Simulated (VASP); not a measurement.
Write the native input for VASP 6.6.1 that does the following.

```yaml
Task: single point
Functional: PBEsol
Potentials_or_basis: VASP PAW PBE potentials, release 64 (Hf_pv)
Cutoff: 520 eV
k_mesh: 9 × 9 × 9
Occupations: fermi-dirac, width 0.3 eV
Spin: no spin polarisation
Dipole_correction: no
Further_INCAR_settings: ALGO = Normal; EDIFF = 1e-07; NBANDS = 11
```

The structure of Hf lies in POSCAR:

```
Hf
1.0
   -1.7574603657      1.7574603657      1.7574603657
    1.7574603657     -1.7574603657      1.7574603657
    1.7574603657      1.7574603657     -1.7574603657
Hf
1
Direct
    0.0000000000      0.0000000000      0.0000000000
```

One way to write it, as run:

INCAR

```
PREC = Accurate
ENCUT = 520
EDIFF = 1E-7
ISMEAR = -1
SIGMA = 0.3
LREAL = F
LASPH = T
NELM = 60
ALGO = Normal
ISIF = 2
LWAVE = F
LCHARG = T
GGA = PS
LELF = T
LVHAR = T
NBANDS = 11
```

KPOINTS

```
regular mesh
0
Gamma
  9 9 9
```

Potentials or basis: VASP PAW PBE potentials, release 64 (Hf_pv).

Command:

```bash
$ cat potpaw_PBE.64/Hf_pv/POTCAR > POTCAR
$ mpirun -np 1 vasp_std > vasp.out
```

It gave:

- Pressure: -0.3 GPa
- Band gap on the k mesh: zero (band 5 reaches 6.15 eV, above the bottom of band 6 at 3.91 eV)

Caveat: the PAW data sets were made with another functional, which shifts forces and pressure a little; spin-orbit coupling is left out, which moves the levels of the heavy elements.

It took 6.4 s on 1 thread of Intel(R) Xeon(R) Platinum 8488C (Sapphire Rapids), with other jobs on the host, peak memory 0.14 GiB.
